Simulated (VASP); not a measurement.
Au, 1 atom in the cell. Symmetry: Im-3m, No. 229, cubic system. The conventional cell has a = 2.492 Å, b = 2.492 Å, c = 2.492 Å, α = 90.00°, β = 90.00°, γ = 90.00°. Within 2.9 Å of Au (site symmetry m-3m) lie 14 Au at 2.16 to 2.49 Å.  This cell differs from its parent crystal: volume scaled by 0.43.

- Program: VASP 6.6.1
- Task: density of states
- Functional: PBE
- Potentials or basis: VASP PAW PBE potentials, release 64 (Au)
- Cutoff: 520 eV
- k mesh: 16 × 16 × 16
- Occupations: fermi-dirac, width 0.08 eV
- Spin: no spin polarisation
- Dipole correction: no
- k mesh for the DOS: 24 × 24 × 24
- Occupations for the DOS: tetrahedron
- Further INCAR settings: ALGO = Normal; EDIFF = 1e-06; NBANDS = 12

Potentials or basis: VASP PAW PBE potentials, release 64 (Au).

Command:

```console
$ cat potpaw_PBE.64/Au/POTCAR > POTCAR
$ cp INCAR.step1 INCAR
$ cp KPOINTS.step1 KPOINTS
$ mpirun -np 1 vasp_std > vasp.out
$ cp INCAR.step2 INCAR
$ cp KPOINTS.step2 KPOINTS
$ mpirun -np 1 vasp_std > vasp.out
```

Hardware: 1 thread of AMD EPYC 7R13 (shared host).

Task: How long does it take, and how much memory?

Result: It took 46 s on 1 thread of AMD EPYC 7R13, on a shared host, peak memory 0.15 GiB. Counts: k points 413.
